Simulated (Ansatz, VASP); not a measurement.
# SiNi2: VASP beside Ansatz

```
CELL_PARAMETERS angstrom
4.91945 0.00000 0.00000
0.00000 3.69917 0.00000
0.00000 0.00000 7.01035
ATOMIC_POSITIONS crystal
Si 0.29177 0.75000 0.61346
Si 0.70823 0.25000 0.38654
Si 0.20823 0.25000 0.11346
Si 0.79177 0.75000 0.88654
Ni 0.95765 0.75000 0.20717
Ni 0.04235 0.25000 0.79283
Ni 0.54235 0.25000 0.70717
Ni 0.45765 0.75000 0.29283
Ni 0.82881 0.75000 0.56041
Ni 0.17119 0.25000 0.43959
Ni 0.67119 0.25000 0.06041
Ni 0.32881 0.75000 0.93959
```

Alike in both runs: functional PBE; dispersion D3(BJ); k mesh 8 × 10 × 6; occupations gaussian, width 0.1 eV; no spin polarisation.

Ansatz relaxed the structure, and its values are those at the end. VASP's run is a single point on that final structure, the one shown.

```csv
,VASP,Ansatz
version,VASP 6.6.1,Ansatz 0.2.0
potentials or method,"VASP PAW PBE potentials, release 64 (Si, Ni), cutoff 600 eV","scalar-relativistic, plane waves, PAW"
valence electrons in the cell,96,160
```

```tsv
	VASP	Ansatz	Ansatz less VASP
gap on the k mesh at the Fermi level (eV)	none	none	-
pressure (GPa)	0.1	0.0	-0.07
rms of the force components (eV/Å)	0.005	0.001	-0.0038
```

A gap of «none» marks a metal or a gap that the smearing closes. VASP's potentials hold 96 valence electrons a cell and Ansatz's 160, so a difference there can come from the potentials and not from the codes.
